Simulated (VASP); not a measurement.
# Li2CdCuC6N6 (Fm-3m) in VASP: further runs

Runs on Li2CdCuC6N6. Level: PBE. Tasks: single point.

Everything below comes from runs of VASP 6.6.1. Logs are shortened: lines on timing, memory, paths and dates and some standing lists are left out, and cuts for length are marked.

## Step 1: The cell of the first run

The structure is cubic, space group Fm-3m (No. 225). The conventional cell has a = 10.357 Å, b = 10.357 Å, c = 10.357 Å, α = 90.00°, β = 90.00°, γ = 90.00°. Li (site symmetry -43m) has 12 N at 3.71 Å and 12 C at 3.71 Å and 4 Cd at 4.48 Å and 4 Cu at 4.48 Å within 4.9 Å. Within 2.7 Å of Cd (site symmetry m-3m) lie 6 C at 2.00 Å. Cu (site symmetry m-3m) has 6 N at 2.01 Å within 2.7 Å. Within 1.6 Å of C (site symmetry 4mm) lie 1 N at 1.17 Å. Within 1.6 Å of N (site symmetry 4mm) lie 1 C at 1.17 Å.

## Step 2: Single point, PBE, collinear spin

INCAR

```
ALGO = Normal
EDIFF = 1E-6
ENCUT = 520
GGA = PE
ISIF = 2
ISMEAR = 0
ISPIN = 2
LASPH = T
LCHARG = F
LMAXMIX = 4
LORBIT = 11
LREAL = Auto
LWAVE = F
MAGMOM = 0 0 0 1 0 0 0 0 0 0 0 0 0 0 0 0
NBANDS = 60
NELM = 150
PREC = Accurate
SIGMA = 0.1
```

KPOINTS

```
k-points
0
Gamma
  4 4 4
```

POSCAR

```
Li2CdCuC6N6
1.0
    0.0000000000      5.1785000000      5.1785000000
    5.1785000000      0.0000000000      5.1785000000
    5.1785000000      5.1785000000      0.0000000000
Li Cd Cu C N
2 1 1 6 6
Direct
    0.2500000000      0.2500000000      0.2500000000
    0.7500000000      0.7500000000      0.7500000000
    0.0000000000      0.0000000000      0.0000000000
    0.5000000000      0.5000000000      0.5000000000
    0.8067973400      0.1932026600      0.1932026600
    0.1932026600      0.8067973400      0.1932026600
    0.1932026600      0.1932026600      0.8067973400
    0.1932026600      0.8067973400      0.8067973400
    0.8067973400      0.1932026600      0.8067973400
    0.8067973400      0.8067973400      0.1932026600
    0.6938302600      0.3061697400      0.3061697400
    0.3061697400      0.6938302600      0.3061697400
    0.3061697400      0.3061697400      0.6938302600
    0.3061697400      0.6938302600      0.6938302600
    0.6938302600      0.3061697400      0.6938302600
    0.6938302600      0.6938302600      0.3061697400
```

Potentials or basis: VASP PAW PBE potentials, release 64 (Li_sv, Cd, Cu, C, N).

Started as:

```
$ cat potpaw_PBE.64/Li_sv/POTCAR potpaw_PBE.64/Cd/POTCAR potpaw_PBE.64/Cu/POTCAR potpaw_PBE.64/C/POTCAR potpaw_PBE.64/N/POTCAR > POTCAR
$ mpirun -np 1 vasp_std > vasp.out
```

OUTCAR:

```text
EDIFF = 1E-6
   ENCUT = 520
   GGA = PE
   ISIF = 2
   ISMEAR = 0
   ISPIN = 2
   LASPH = T
   LORBIT = 11
   LREAL = Auto
   NELM = 150
   PREC = Accurate

 ion  position               nearest neighbor table
   1  0.250  0.250  0.250-
   2  0.750  0.750  0.750-
   3  0.000  0.000  0.000-   5 2.00   6 2.00   7 2.00   8 2.00   9 2.00  10 2.00
   4  0.500  0.500  0.500-  11 2.01  12 2.01  13 2.01  14 2.01  15 2.01  16 2.01
   5  0.807  0.193  0.193-  11 1.17   3 2.00
   6  0.193  0.807  0.193-  12 1.17   3 2.00
   7  0.193  0.193  0.807-  13 1.17   3 2.00
   8  0.193  0.807  0.807-  14 1.17   3 2.00
   9  0.807  0.193  0.807-  15 1.17   3 2.00
  10  0.807  0.807  0.193-  16 1.17   3 2.00
  11  0.694  0.306  0.306-   5 1.17   4 2.01
  12  0.306  0.694  0.306-   6 1.17   4 2.01
  13  0.306  0.306  0.694-   7 1.17   4 2.01
  14  0.306  0.694  0.694-   8 1.17   4 2.01
  15  0.694  0.306  0.694-   9 1.17   4 2.01
  16  0.694  0.694  0.306-  10 1.17   4 2.01

  LATTYP: Found a face centered cubic cell.
 ALAT       =    10.3570000000

  Lattice vectors:

 A1 = (   0.0000000000,   5.1785000000,   5.1785000000)
 A2 = (   5.1785000000,   0.0000000000,   5.1785000000)
 A3 = (   5.1785000000,   5.1785000000,   0.0000000000)

Analysis of symmetry for initial positions (statically):
=====================================================================
 Subroutine PRICEL returns:
 Original cell was already a primitive cell.

 Routine SETGRP: Setting up the symmetry group for a
 face centered cubic supercell.

 Subroutine GETGRP returns: Found 48 space group operations
 (whereof 48 operations were pure point group operations)
 out of a pool of 48 trial point group operations.

The static configuration has the point symmetry O_h .

Analysis of symmetry for dynamics (positions and initial velocities):
=====================================================================
 Subroutine PRICEL returns:
 Original cell was already a primitive cell.

 Routine SETGRP: Setting up the symmetry group for a
 face centered cubic supercell.

 Subroutine GETGRP returns: Found 48 space group operations
 (whereof 48 operations were pure point group operations)
 out of a pool of 48 trial point group operations.

The dynamic configuration has the point symmetry O_h .

Analysis of structural, dynamic, and magnetic symmetry:
[... 162 lines left out ...]
 number of electron      82.9999962 magnetization       0.9188283

 Free energy of the ion-electron system (eV)
  ---------------------------------------------------
  ext. energy  EPLUGINS =         0.00000000
  ---------------------------------------------------
  free energy    TOTEN  =       -99.60340227 eV

  energy without entropy =      -99.58341345  energy(sigma->0) =      -99.59340786

 E-fermi :   1.8081     XC(G=0):  -7.4640

 val. band max:        1.7948366991   @ k =  -0.2500   0.5000   0.2500
 cond. band min:       1.8564885598   @ k =  -0.2500   0.2500   0.0000
 fundamental gap:      0.0616518608
 Fermi energy:         1.8080671052

 spin component 1

 k-point     1 :       0.0000    0.0000    0.0000
  band No.  band energies     occupation
      1     -48.9573      1.00000
      2     -48.9572      1.00000
      3     -17.3903      1.00000
      4     -17.1079      1.00000
      5     -17.1079      1.00000
      6     -17.1079      1.00000
[... 437 lines left out ...]
     52       5.1434      0.00000
     53       5.2900      0.00000
 Fermi energy:         1.8080671052

 spin component 2

 k-point     1 :       0.0000    0.0000    0.0000
  band No.  band energies     occupation
      1     -48.9575      1.00000
      2     -48.9574      1.00000
      3     -17.3441      1.00000
      4     -17.0608      1.00000
      5     -17.0608      1.00000
      6     -17.0608      1.00000
[... 437 lines left out ...]
     52       5.1899      0.00000
     53       5.3389      0.00000
 [bands above 53 left out]

------------------------ aborting loop because EDIFF is reached ----------------------------------------

  FORCE on cell =-STRESS in cart. coord.  units (eV):
  Direction    XX          YY          ZZ          XY          YZ          ZX
  --------------------------------------------------------------------------------------
  -------------------------------------------------------------------------------------
  Total       29.1474046     29.1474046     29.1474046      0.0000000      0.0000000     -0.0000000
  in kB      168.1390287    168.1390287    168.1390287      0.0000000      0.0000000     -0.0000000
  external PRESSURE =     168.1390287 kB  Pullay stress =       0.0000000 kB

 VOLUME and BASIS-vectors are now :
 -----------------------------------------------------------------------------
  energy-cutoff  :      520.00
  volume of cell :      277.74
      direct lattice vectors                 reciprocal lattice vectors
     0.000000000  5.178500000  5.178500000    -0.096553056  0.096553056  0.096553056
     5.178500000  0.000000000  5.178500000     0.096553056 -0.096553056  0.096553056
     5.178500000  5.178500000  0.000000000     0.096553056  0.096553056 -0.096553056

 POSITION                                       TOTAL-FORCE (eV/Angst)
 -----------------------------------------------------------------------------------
      2.58925      2.58925      2.58925         0.000000      0.000000      0.000000
      7.76775      7.76775      7.76775         0.000000      0.000000     -0.000000
      0.00000      0.00000      0.00000         0.000000      0.000000      0.000000
      5.17850      5.17850      5.17850         0.000000      0.000000     -0.000000
      2.00100      5.17850      5.17850         4.595317      0.000000      0.000000
      5.17850      2.00100      5.17850         0.000000      4.595317      0.000000
[... 8 lines left out ...]
      5.17850      7.18600      5.17850         0.000000      0.141279      0.000000
      5.17850      5.17850      7.18600         0.000000      0.000000      0.141279
 -----------------------------------------------------------------------------------
    total drift:                               -0.000000      0.000000      0.000000

  FREE ENERGIE OF THE ION-ELECTRON SYSTEM (eV)
  ---------------------------------------------------
  free  energy   TOTEN  =       -99.6034022663 eV

  energy  without entropy=      -99.5834134460  energy(sigma->0) =      -99.59340786

 total charge

# of ion       s       p       d       tot
------------------------------------------
    1        1.982   0.003   0.000   1.985
    2        1.982   0.003   0.000   1.985
    3        0.540   0.855   9.702  11.096
    4        0.341   0.484   9.164   9.989
    5        0.997   1.649   0.000   2.646
    6        0.997   1.649   0.000   2.646
[... 8 lines left out ...]
   15        1.328   2.557   0.000   3.886
   16        1.328   2.557   0.000   3.886
--------------------------------------------------
tot         18.797  26.579  18.866  64.243

 magnetization (x)

# of ion       s       p       d       tot
------------------------------------------
    1       -0.000  -0.000   0.000  -0.000
    2       -0.000  -0.000   0.000  -0.000
    3       -0.002  -0.002   0.092   0.089
    4       -0.001  -0.001   0.412   0.411
    5        0.006   0.025   0.000   0.031
    6        0.006   0.025   0.000   0.031
[... 8 lines left out ...]
   15        0.004   0.026   0.000   0.030
   16        0.004   0.026   0.000   0.030
--------------------------------------------------
tot          0.056   0.304   0.505   0.864
```

Run time: 29 min. Hardware: 1 thread of Oxide Virtual Turin-like, shared host; peak memory 0.59 GiB.

Results:

* Free energy: -99.6034 eV
* Largest force: 4.595 eV/Å
* Net moment: 0.92 μB per cell
* Site moments: Li -0.00; Cd +0.09; Cu +0.41; C +0.03; N +0.03 μB
* Valence electrons inside the program's atomic spheres: Li 1.99; Cd 11.10; Cu 9.99; C 2.65; N 3.89

Forces in eV/Å, atoms in the order of the input:
```
Li   0.000  0.000  0.000
Li   0.000  0.000  0.000
Cd   0.000  0.000  0.000
Cu   0.000  0.000  0.000
C    4.595  0.000  0.000
C    0.000  4.595  0.000
C    0.000  0.000  4.595
C   -4.595  0.000  0.000
C    0.000 -4.595  0.000
C    0.000  0.000 -4.595
N   -0.141  0.000  0.000
N    0.000 -0.141  0.000
N    0.000  0.000 -0.141
N    0.141  0.000  0.000
N    0.000  0.141  0.000
N    0.000  0.000  0.141
```

Caveat: the cutoff is under 1.25 times the usual one of these potentials, so pressure, stress and relaxed cells hold a basis-set (Pulay) error; a cell with one magnetic atom can't hold antiferromagnetic order, which such compounds often take; forces of over 1 eV/Å act on the atoms, so gaps and moduli don't describe the material at rest. With open d or f shells a metallic result of PBE can be an artefact of self-interaction; +U or a hybrid may open a gap.

## Step 3: Single point, PBE, collinear spin

This run uses another cell than the first one, of 22.60 Å³/atom.

INCAR, as its differences from that of step 2:

```diff
@@ -1,3 +1,3 @@
 ALGO = Normal
-EDIFF = 1E-6
+EDIFF = 1E-7
 ENCUT = 520
```

KPOINTS is that of step 2.

POSCAR

```
Li2CdCuC6N6
1.0
    0.0000000000      5.6549574204      5.6549574204
    5.6549574204      0.0000000000      5.6549574204
    5.6549574204      5.6549574204      0.0000000000
Li Cd Cu C N
2 1 1 6 6
Direct
    0.2500000000      0.2500000000      0.2500000000
    0.7500000000      0.7500000000      0.7500000000
    0.0000000000      0.0000000000      0.0000000000
    0.5000000000      0.5000000000      0.5000000000
    0.7886285915      0.2113714085      0.2113714085
    0.2113714085      0.7886285915      0.2113714085
    0.2113714085      0.2113714085      0.7886285915
    0.2113714085      0.7886285915      0.7886285915
    0.7886285915      0.2113714085      0.7886285915
    0.7886285915      0.7886285915      0.2113714085
    0.6851298471      0.3148701529      0.3148701529
    0.3148701529      0.6851298471      0.3148701529
    0.3148701529      0.3148701529      0.6851298471
    0.3148701529      0.6851298471      0.6851298471
    0.6851298471      0.3148701529      0.6851298471
    0.6851298471      0.6851298471      0.3148701529
```

Potentials or basis: VASP PAW PBE potentials, release 64 (Li_sv, Cd, Cu, C, N).

Started as:

```
$ cat potpaw_PBE.64/Li_sv/POTCAR potpaw_PBE.64/Cd/POTCAR potpaw_PBE.64/Cu/POTCAR potpaw_PBE.64/C/POTCAR potpaw_PBE.64/N/POTCAR > POTCAR
$ mpirun -np 1 vasp_std > vasp.out
```

OUTCAR:

```text
EDIFF = 1E-7
   ENCUT = 520
   GGA = PE
   ISIF = 2
   ISMEAR = 0
   ISPIN = 2
   LASPH = T
   LORBIT = 11
   LREAL = Auto
   NELM = 150
   PREC = Accurate

 ion  position               nearest neighbor table
   1  0.250  0.250  0.250-
   2  0.750  0.750  0.750-
   3  0.000  0.000  0.000-   5 2.39   6 2.39   7 2.39   8 2.39   9 2.39  10 2.39
   4  0.500  0.500  0.500-  11 2.09  12 2.09  13 2.09  14 2.09  15 2.09  16 2.09
   5  0.789  0.211  0.211-  11 1.17   3 2.39
   6  0.211  0.789  0.211-  12 1.17   3 2.39
   7  0.211  0.211  0.789-  13 1.17   3 2.39
   8  0.211  0.789  0.789-  14 1.17   3 2.39
   9  0.789  0.211  0.789-  15 1.17   3 2.39
  10  0.789  0.789  0.211-  16 1.17   3 2.39
  11  0.685  0.315  0.315-   5 1.17   4 2.09
  12  0.315  0.685  0.315-   6 1.17   4 2.09
  13  0.315  0.315  0.685-   7 1.17   4 2.09
  14  0.315  0.685  0.685-   8 1.17   4 2.09
  15  0.685  0.315  0.685-   9 1.17   4 2.09
  16  0.685  0.685  0.315-  10 1.17   4 2.09

  LATTYP: Found a face centered cubic cell.
 ALAT       =    11.3099148408

[... 1121 lines left out ...]
  in kB        5.5464262      5.5464262      5.5464262     -0.0000000     -0.0000000      0.0000000
  external PRESSURE =       5.5464262 kB  Pullay stress =       0.0000000 kB

 VOLUME and BASIS-vectors are now :
 -----------------------------------------------------------------------------
  energy-cutoff  :      520.00
  volume of cell :      361.67
      direct lattice vectors                 reciprocal lattice vectors
     0.000000000  5.654957420  5.654957420    -0.088417996  0.088417996  0.088417996
     5.654957420  0.000000000  5.654957420     0.088417996 -0.088417996  0.088417996
     5.654957420  5.654957420  0.000000000     0.088417996  0.088417996 -0.088417996

 POSITION                                       TOTAL-FORCE (eV/Angst)
 -----------------------------------------------------------------------------------
      2.82748      2.82748      2.82748        -0.000000      0.000000     -0.000000
      8.48244      8.48244      8.48244         0.000000      0.000000      0.000000
      0.00000      0.00000      0.00000         0.000000      0.000000      0.000000
      5.65496      5.65496      5.65496        -0.000000      0.000000     -0.000000
      2.39059      5.65496      5.65496        -0.363683      0.000000      0.000000
      5.65496      2.39059      5.65496         0.000000     -0.363683      0.000000
[... 8 lines left out ...]
      5.65496      7.74876      5.65496         0.000000     -0.377620      0.000000
      5.65496      5.65496      7.74876         0.000000      0.000000     -0.377620
 -----------------------------------------------------------------------------------
    total drift:                               -0.000000     -0.000000      0.000000

  FREE ENERGIE OF THE ION-ELECTRON SYSTEM (eV)
  ---------------------------------------------------
  free  energy   TOTEN  =      -104.9912581111 eV

  energy  without entropy=     -104.9573126715  energy(sigma->0) =     -104.97428539

 total charge

# of ion       s       p       d       tot
------------------------------------------
    1        1.981   0.001   0.000   1.983
    2        1.981   0.001   0.000   1.983
    3        0.330   0.329   9.604  10.262
    4        0.302   0.385   9.049   9.736
    5        0.973   1.597   0.000   2.571
    6        0.973   1.597   0.000   2.571
[... 8 lines left out ...]
   15        1.319   2.555   0.000   3.873
   16        1.319   2.555   0.000   3.873
--------------------------------------------------
tot         18.347  25.627  18.653  62.627

 magnetization (x)

# of ion       s       p       d       tot
------------------------------------------
    1       -0.000  -0.000   0.000  -0.000
    2       -0.000  -0.000   0.000  -0.000
    3       -0.001   0.001   0.013   0.013
    4       -0.001  -0.002   0.634   0.632
    5        0.001   0.012   0.000   0.013
    6        0.001   0.012   0.000   0.013
[... 8 lines left out ...]
   15        0.007   0.034   0.000   0.042
   16        0.007   0.034   0.000   0.042
--------------------------------------------------
tot          0.048   0.279   0.647   0.974
```

OSZICAR:

```text
N       E                     dE             d eps       ncg     rms          rms(c)
DAV:   1     0.699107726385E+03    0.69911E+03   -0.34433E+04  1920   0.126E+03
DAV:   2    -0.204722164164E+01   -0.70115E+03   -0.63963E+03  2176   0.315E+02
DAV:   3    -0.113304212362E+03   -0.11126E+03   -0.10889E+03  2520   0.133E+02
[... 13 lines left out ...]
DAV:  17    -0.104991254561E+03   -0.67297E-05   -0.45098E-05  2720   0.102E-01    0.663E-03
DAV:  18    -0.104991257232E+03   -0.26712E-05   -0.64041E-06  2816   0.147E-02    0.410E-03
DAV:  19    -0.104991257792E+03   -0.56060E-06   -0.94110E-07  2796   0.874E-03    0.219E-03
DAV:  20    -0.104991258066E+03   -0.27384E-06   -0.32552E-07  2312   0.874E-03    0.944E-04
DAV:  21    -0.104991258111E+03   -0.44884E-07   -0.10291E-07  1856   0.389E-03
   1 F= -.10499126E+03 E0= -.10497429E+03  d E =-.339454E-01  mag=     1.0000
```

stdout:

```text
POSCAR found type information on POSCAR LiCdCuC N
 POSCAR found :  5 types and      16 ions
 scaLAPACK will be used
 LDA part: xc-table for (Slater+PW92), standard interpolation
 POSCAR, INCAR and KPOINTS ok, starting setup
 FFT: planning ... GRIDC
 FFT: planning ... GRID_SOFT
 FFT: planning ... GRID
 WAVECAR not read
 entering main loop
```

Run time: 25 min. Hardware: 1 thread of Oxide Virtual Turin-like, shared host; peak memory 0.75 GiB.

Results:

```yaml
Free_energy: -104.9913 eV
Largest_force: 0.378 eV/Å
Band_gap_on_the_k_mesh: zero (filled and empty bands overlap)
Net_moment: 1.00 μB per cell
Site_moments: Li -0.00; Cd +0.01; Cu +0.63; C +0.01; N +0.04 μB
Valence_electrons_inside_the_program's_atomic_spheres: Li 1.98; Cd 10.26; Cu 9.74; C 2.57; N 3.87
```

Forces in eV/Å, atoms in the order of the input:
```
Li   0.000  0.000  0.000
Li   0.000  0.000  0.000
Cd   0.000  0.000  0.000
Cu   0.000  0.000  0.000
C   -0.364  0.000  0.000
C    0.000 -0.364  0.000
C    0.000  0.000 -0.364
C    0.364  0.000  0.000
C    0.000  0.364  0.000
C    0.000  0.000  0.364
N    0.378  0.000  0.000
N    0.000  0.378  0.000
N    0.000  0.000  0.378
N   -0.378  0.000  0.000
N    0.000 -0.378  0.000
N    0.000  0.000 -0.378
```

Caveat: the cutoff is under 1.25 times the usual one of these potentials, so pressure, stress and relaxed cells hold a basis-set (Pulay) error; a cell with one magnetic atom can't hold antiferromagnetic order, which such compounds often take.
